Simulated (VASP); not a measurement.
# Ni (Fm-3m) in VASP: further runs

Runs on Ni. Level: r2SCAN. Tasks: single point.

All numbers are computed with VASP 6.6.1; they aren't measurements. Logs are shortened: lines on timing, memory, paths and dates and some standing lists are left out, and cuts for length are marked.

## (1) The cell of the first run

It takes space group Fm-3m (No. 225, cubic). Conventional cell: a = 3.501 Å, b = 3.501 Å, c = 3.501 Å, α = 90.00°, β = 90.00°, γ = 90.00°. Ni (site symmetry m-3m) has 12 Ni at 2.48 Å within 3.3 Å.

## (2) Single point, r2SCAN, collinear spin, ferromagnetic start (10.73 Å³/atom)

Input file POSCAR:

```
Ni
1.0
    0.0000000000      1.7507298979      1.7507298979
    1.7507298979      0.0000000000      1.7507298979
    1.7507298979      1.7507298979      0.0000000000
Ni
1
Direct
    0.0000000000      0.0000000000      0.0000000000
```

Input file INCAR.step1:

```
PREC     = Accurate       # precision mode
ENCUT    = 520            # plane-wave cutoff, eV
ISMEAR   = 0              # smearing method
SIGMA    = 0.05           # smearing width, eV
LREAL    = False          # projectors in reciprocal space
LASPH    = True           # aspherical terms in the spheres
NELM     = 150            # most SCF steps
ISPIN    = 2              # spin polarisation
MAGMOM   = 0.9            # initial moments
LMAXMIX  = 4              # l up to which the mixer works
NBANDS   = 15             # bands
GGA      = PE             # functional
ALGO     = Normal         # electronic algorithm
EDIFF    = 1E-4           # SCF threshold, eV
LWAVE    = True           # write WAVECAR
LCHARG   = False          # write CHGCAR
```

Input file INCAR.step2:

```
PREC     = Accurate       # precision mode
ENCUT    = 520            # plane-wave cutoff, eV
EDIFF    = 1E-6           # SCF threshold, eV
ISMEAR   = 0              # smearing method
SIGMA    = 0.05           # smearing width, eV
LREAL    = False          # projectors in reciprocal space
LASPH    = True           # aspherical terms in the spheres
NELM     = 150            # most SCF steps
ALGO     = Normal         # electronic algorithm
ISIF     = 2              # what is computed and relaxed
LWAVE    = False          # write WAVECAR
LCHARG   = True           # write CHGCAR
ISPIN    = 2              # spin polarisation
MAGMOM   = 0.9            # initial moments
LORBIT   = 11             # projections on sites
LMAXMIX  = 4              # l up to which the mixer works
METAGGA  = R2SCAN         # meta-GGA
LMIXTAU  = True         
LELF     = True           # ELF
LVHAR    = True         
NBANDS   = 15             # bands
ISTART   = 1
```

Input file KPOINTS:

```
regular mesh
0
Gamma
  22 22 22
```

Potentials or basis: VASP PAW PBE potentials, release 64 (Ni).

Launch:

```sh
> cat potpaw_PBE.64/Ni/POTCAR > POTCAR
> cp INCAR.step1 INCAR
> mpirun -np 1 vasp_std > vasp.out
> cp INCAR.step2 INCAR
> mpirun -np 1 vasp_std > vasp.out
```

OUTCAR:

```text
PREC = Accurate
   ENCUT = 520
   EDIFF = 1E-6
   ISMEAR = 0
   LREAL = False
   LASPH = True
   NELM = 150
   ISIF = 2
   ISPIN = 2
   LORBIT = 11
   METAGGA = R2SCAN
   ISTART = 1

 ion  position               nearest neighbor table
   1  0.000  0.000  0.000-

  LATTYP: Found a face centered cubic cell.
 ALAT       =     3.5014597958

  Lattice vectors:

 A1 = (   0.0000000000,   1.7507298979,   1.7507298979)
 A2 = (   1.7507298979,   0.0000000000,   1.7507298979)
 A3 = (   1.7507298979,   1.7507298979,   0.0000000000)

Analysis of symmetry for initial positions (statically):
=====================================================================
 Subroutine PRICEL returns:
 Original cell was already a primitive cell.

 Routine SETGRP: Setting up the symmetry group for a
 face centered cubic supercell.

 Subroutine GETGRP returns: Found 48 space group operations
 (whereof 48 operations were pure point group operations)
 out of a pool of 48 trial point group operations.

The static configuration has the point symmetry O_h .

Analysis of symmetry for dynamics (positions and initial velocities):
=====================================================================
 Subroutine PRICEL returns:
 Original cell was already a primitive cell.

 Routine SETGRP: Setting up the symmetry group for a
 face centered cubic supercell.

 Subroutine GETGRP returns: Found 48 space group operations
 (whereof 48 operations were pure point group operations)
 out of a pool of 48 trial point group operations.

The dynamic configuration has the point symmetry O_h .

Analysis of structural, dynamic, and magnetic symmetry:
=====================================================================
 Subroutine PRICEL returns:
 Original cell was already a primitive cell.

 Routine SETGRP: Setting up the symmetry group for a
 face centered cubic supercell.

 Subroutine GETGRP returns: Found 48 space group operations
 (whereof 48 operations were pure point group operations)
 out of a pool of 48 trial point group operations.

The overall configuration has the point symmetry O_h .

 Subroutine INISYM returns: Found 48 space group operations
 (whereof 48 operations are pure point group operations),
 and found     1 'primitive' translations

----------------------------------------------------------------------------------------

                                     Primitive cell

  volume of cell :      10.7322

  direct lattice vectors                    reciprocal lattice vectors
     0.000000000  1.750729898  1.750729898    -0.285595168  0.285595168  0.285595168
     1.750729898  0.000000000  1.750729898     0.285595168 -0.285595168  0.285595168
     1.750729898  1.750729898  0.000000000     0.285595168  0.285595168 -0.285595168
[... 117 lines left out ...]
 maximum number of plane-waves:       302
   NGX =  9   NGY =  9   NGZ =  9

 number of electron      10.0000010 magnetization       0.7437741

 Free energy of the ion-electron system (eV)
  ---------------------------------------------------
  ext. energy  EPLUGINS =         0.00000000
  ---------------------------------------------------
  free energy    TOTEN  =       -11.94120906 eV

  energy without entropy =      -11.93962610  energy(sigma->0) =      -11.94041758

 E-fermi :   9.5364     XC(G=0): -14.4810

 val. band max:        9.5325273936   @ k =   0.5000   0.1818   0.0909
 cond. band min:       9.5381686789   @ k =  -0.3182   0.3182   0.0455
 fundamental gap:      0.0056412853
 Fermi energy:         9.5363746080

 spin component 1

 k-point     1 :       0.0000    0.0000    0.0000
  band No.  band energies     occupation
      1       0.0062      1.00000
      2       6.5161      1.00000
      3       6.5162      1.00000
      4       6.5162      1.00000
      5       7.8326      1.00000
      6       7.8326      1.00000
      7      34.1746      0.00000
      8      38.4306      0.00000
      9      38.4306      0.00000
     10      38.4310      0.00000
     11      41.0917      0.00000
     12      41.0917      0.00000
     13      41.0917      0.00000
     14      44.5109      0.00000
[... 403 lines left out ...]
      4       8.0131      1.00000
      5       8.3958      1.00000
      6       9.4015      0.99993
      7      15.5192      0.00000
      8      32.1102      0.00000
      9      34.4382      0.00000
     10      35.0875      0.00000
     11      38.5619      0.00000
     12      39.3117      0.00000
     13      45.0383      0.00000
     14      52.2121      0.00000
     15      56.6821      0.00000

 [... further k-points ...]

 spin component 2

 k-point     1 :       0.0000    0.0000    0.0000
  band No.  band energies     occupation
      1      -0.2434      1.00000
      2       7.8767      1.00000
      3       7.8768      1.00000
      4       7.8768      1.00000
      5       8.6018      1.00000
      6       8.6019      1.00000
      7      33.9134      0.00000
      8      38.5465      0.00000
      9      38.5466      0.00000
     10      38.5466      0.00000
     11      41.4010      0.00000
     12      41.4011      0.00000
     13      41.4011      0.00000
     14      44.6047      0.00000
[... 403 lines left out ...]
      4       8.5177      1.00000
      5       9.6635      0.00016
      6      10.0321      0.00000
      7      16.1879      0.00000
      8      32.0565      0.00000
      9      34.6620      0.00000
     10      35.3504      0.00000
     11      38.7488      0.00000
     12      39.4850      0.00000
     13      45.4083      0.00000
     14      54.9491      0.00000
     15      57.0811      0.00000

 [... further k-points ...]
[... 5 lines left out ...]
  --------------------------------------------------------------------------------------
  -------------------------------------------------------------------------------------
  Total       -0.2447061     -0.2447061     -0.2447061      0.0000000      0.0000000      0.0000000
  in kB      -36.5315291    -36.5315291    -36.5315291      0.0000000      0.0000000      0.0000000
  external PRESSURE =     -36.5315291 kB  Pullay stress =       0.0000000 kB

 VOLUME and BASIS-vectors are now :
 -----------------------------------------------------------------------------
  energy-cutoff  :      520.00
  volume of cell :       10.73
      direct lattice vectors                 reciprocal lattice vectors
     0.000000000  1.750729898  1.750729898    -0.285595168  0.285595168  0.285595168
     1.750729898  0.000000000  1.750729898     0.285595168 -0.285595168  0.285595168
     1.750729898  1.750729898  0.000000000     0.285595168  0.285595168 -0.285595168

 POSITION                                       TOTAL-FORCE (eV/Angst)
 -----------------------------------------------------------------------------------
      0.00000      0.00000      0.00000         0.000000      0.000000      0.000000
 -----------------------------------------------------------------------------------
    total drift:                               -0.000000     -0.000000     -0.000000

  FREE ENERGIE OF THE ION-ELECTRON SYSTEM (eV)
  ---------------------------------------------------
  free  energy   TOTEN  =       -11.9412090608 eV

  energy  without entropy=      -11.9396260958  energy(sigma->0) =      -11.94041758

 total charge

# of ion       s       p       d       tot
------------------------------------------
    1        0.520   0.532   8.317   9.369

 magnetization (x)

# of ion       s       p       d       tot
------------------------------------------
    1       -0.009  -0.041   0.816   0.765
```

OUTCAR.step1:

```text
PREC = Accurate
   ENCUT = 520
   ISMEAR = 0
   LREAL = False
   LASPH = True
   NELM = 150
[... 1099 lines left out ...]

 POSITION                                       TOTAL-FORCE (eV/Angst)
 -----------------------------------------------------------------------------------
      0.00000      0.00000      0.00000         0.000000      0.000000      0.000000
 -----------------------------------------------------------------------------------
    total drift:                                0.000000     -0.000000     -0.000000

  FREE ENERGIE OF THE ION-ELECTRON SYSTEM (eV)
  ---------------------------------------------------
  free  energy   TOTEN  =        -5.4703309195 eV

  energy  without entropy=       -5.4685275348  energy(sigma->0) =       -5.46942923
```

OSZICAR.step1:

```text
N       E                     dE             d eps       ncg     rms          rms(c)
DAV:   1     0.334648123932E+02    0.33465E+02   -0.42329E+03 20907   0.864E+02
DAV:   2    -0.503864542599E+01   -0.38503E+02   -0.35646E+02 22130   0.164E+02
DAV:   3    -0.649022240207E+01   -0.14516E+01   -0.14397E+01 24237   0.311E+01
DAV:   4    -0.649862605379E+01   -0.84037E-02   -0.84025E-02 24132   0.227E+00
DAV:   5    -0.649872028559E+01   -0.94232E-04   -0.94230E-04 24528   0.216E-01    0.100E+01
DAV:   6    -0.579935683371E+01    0.69936E+00   -0.13226E+01 28507   0.401E+01    0.581E+00
DAV:   7    -0.548800435319E+01    0.31135E+00   -0.22476E+00 26117   0.149E+01    0.198E+00
DAV:   8    -0.547324752793E+01    0.14757E-01   -0.23445E-02 24899   0.106E+00    0.956E-01
DAV:   9    -0.547078707708E+01    0.24605E-02   -0.20757E-03 31668   0.285E-01    0.248E-01
DAV:  10    -0.547034580211E+01    0.44127E-03   -0.43532E-04 22444   0.115E-01    0.385E-02
DAV:  11    -0.547033091954E+01    0.14883E-04   -0.47094E-05 19213   0.470E-02
   1 F= -.54703309E+01 E0= -.54694292E+01  d E =-.180338E-02  mag=     0.6433
```

It took 7.5 min on 1 thread of Intel Xeon Platinum 8259CL at 2.50GHz (Skylake/Cascade Lake), shared host; peak memory 0.19 GiB.

Results:

```yaml
Free_energy: -11.9412 eV
Pressure: -3.7 GPa
Net_moment: 0.74 μB per cell
Site_moments: Ni +0.77 μB
Valence_electrons_inside_the_program's_atomic_spheres: Ni 9.37
```

Levels at points of the mesh, in eV from the Fermi level:
Spin up:
```tsv
k point	band 2	band 3	band 4	band 5	band 6	band 7	band 8	band 9
(0.00, 0.00, 0.00)	-3.02	-3.02	-3.02	-1.70	-1.70	24.64	28.89	28.89
(0.50, 0.00, 0.00)	-2.94	-2.94	-1.10	-1.10	-0.46	5.70	23.07	25.85
(0.50, 0.50, 0.00)	-4.82	-1.03	-1.03	-0.98	2.47	9.44	15.52	15.52
```
Spin down:
| k point | band 1 | band 2 | band 3 | band 4 | band 5 | band 6 | band 7 | band 8 |
| --- | --- | --- | --- | --- | --- | --- | --- | --- |
| (0.00, 0.00, 0.00) | -9.78 | -1.66 | -1.66 | -1.66 | -0.93 | -0.93 | 24.38 | 29.01 |
| (0.50, 0.00, 0.00) | -4.70 | -2.00 | -2.00 | -0.67 | 0.17 | 0.17 | 6.42 | 22.96 |
| (0.50, 0.50, 0.00) | -4.75 | -3.76 | -0.17 | 0.54 | 0.54 | 2.22 | 9.79 | 15.58 |

Caveat: the cell stands under tension; the PAW data sets were made with another functional, which shifts forces and pressure a little.

## (3) Single point, r2SCAN, collinear spin, ferromagnetic start (10.94 Å³/atom)

This run uses another cell than the first one, of 10.94 Å³/atom.

Input file POSCAR:

```
Ni
1.0
    0.0000000000      1.7620985924      1.7620985924
    1.7620985924      0.0000000000      1.7620985924
    1.7620985924      1.7620985924      0.0000000000
Ni
1
Direct
    0.0000000000      0.0000000000      0.0000000000
```

Input file INCAR.step1:

```
SYSTEM = Ni
ALGO = Normal
EDIFF = 1E-4
ENCUT = 520
GGA = PE
ISMEAR = 0
ISPIN = 2
LASPH = .TRUE.
LCHARG = .FALSE.
LMAXMIX = 4
LREAL = .FALSE.
LWAVE = .TRUE.
MAGMOM = 0.91
NBANDS = 15
NELM = 150
PREC = Accurate
SIGMA = 0.05
```

Input file INCAR.step2:

```
SYSTEM = Ni
ALGO = Normal
EDIFF = 1E-6
ENCUT = 520
ISIF = 2
ISMEAR = 0
ISPIN = 2
ISTART = 1
LASPH = .TRUE.
LCHARG = .FALSE.
LMAXMIX = 4
LMIXTAU = .TRUE.
LORBIT = 11
LREAL = .FALSE.
LWAVE = .FALSE.
MAGMOM = 0.91
METAGGA = R2SCAN
NBANDS = 15
NELM = 150
PREC = Accurate
SIGMA = 0.05
```

Input file KPOINTS:

```
k-points
0
G
  22 22 22
  0 0 0
```

Potentials or basis: VASP PAW PBE potentials, release 64 (Ni).

Launch:

```sh
> cat potpaw_PBE.64/Ni/POTCAR > POTCAR
> cp INCAR.step1 INCAR
> mpirun -np 1 vasp_std > vasp.out
> cp INCAR.step2 INCAR
> mpirun -np 1 vasp_std > vasp.out
```

Run time: 8 min. Hardware: 1 thread of Intel Xeon Platinum 8259CL at 2.50GHz (Skylake/Cascade Lake), shared host; peak memory 0.2 GiB.

It converged, with:

* Free energy: -11.9338 eV
* Pressure: -7.3 GPa
* Net moment: 0.75 μB per cell
* Site moments: Ni +0.78 μB
* Valence electrons inside the program's atomic spheres: Ni 9.33

Levels at points of the mesh, in eV from the Fermi level:
Spin up:
```csv
k point,band 3,band 4,band 5,band 6,band 7,band 8
"(0.00, 0.00, 0.00)",-2.99,-2.99,-1.70,-1.70,24.46,28.56
"(0.50, 0.00, 0.00)",-2.90,-1.12,-1.12,-0.42,5.55,22.91
"(0.50, 0.50, 0.00)",-1.05,-1.05,-0.99,2.45,9.25,15.32
```
Spin down:
```tsv
k point	band 2	band 3	band 4	band 5	band 6	band 7
(0.00, 0.00, 0.00)	-1.60	-1.60	-1.60	-0.92	-0.92	24.19
(0.50, 0.00, 0.00)	-1.95	-1.95	-0.64	0.16	0.16	6.27
(0.50, 0.50, 0.00)	-3.65	-0.18	0.54	0.54	2.19	9.61
```

Caveat: the cell stands under tension; the PAW data sets were made with another functional, which shifts forces and pressure a little.
